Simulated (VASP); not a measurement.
Wanted: the native input for a VASP 6.6.1 run.

```
Task                   : electric field gradients
Functional             : LDA
Potentials or basis    : VASP PAW LDA potentials, release 64 (Ta_sv_GW, Ru_sv)
Cutoff                 : 520 eV
k mesh                 : 13 × 13 × 13
Occupations            : fermi-dirac, width 0.03 eV
Spin                   : no spin polarisation
Dipole correction      : no
Second run             : valence_matched
Further INCAR settings : ALGO = Normal; EDIFF = 1e-08; NBANDS = 22
```

The structure of TaRu lies in POSCAR:

```
TaRu
1.0
    3.1219409285      0.0000000000      0.0000000000
    0.0000000000      3.1219409285      0.0000000000
    0.0000000000      0.0000000000      3.1219409285
Ta Ru
1 1
Direct
    0.5000000000      0.5000000000      0.5000000000
    0.0000000000      0.0000000000      0.0000000000
```

This cell differs from its parent crystal: volume scaled by 0.94.

These files were run (other wordings do the same):

INCAR

```
SYSTEM = TaRu
ALGO = Normal
EDIFF = 1E-8
ENCUT = 520
GGA_COMPAT = .False.
ISIF = 2
ISMEAR = -1
LASPH = .True.
LCHARG = .False.
LEFG = .True.
LREAL = .False.
LWAVE = .False.
NBANDS = 22
NELM = 120
PREC = Accurate
SIGMA = 0.03
```

KPOINTS

```
k-points
0
Gamma
  13 13 13
  0 0 0
```

Potentials or basis: VASP PAW LDA potentials, release 64 (Ta_sv_GW, Ru_sv).

Command:

```console
$ cat potpaw_LDA.64/Ta_sv_GW/POTCAR potpaw_LDA.64/Ru_sv/POTCAR > POTCAR
$ mpirun -np 1 vasp_std > vasp.out
```

Results of the run:

```
Pressure : -1.1 GPa
```

Caveat: without QUAD_EFG the Cq values of the log hold for a quadrupole moment of 1 mb, not for the nuclei.

Run time: 28 s on 1 thread of Intel(R) Xeon(R) Platinum 8488C (Sapphire Rapids) (shared host), peak memory 0.17 GiB.
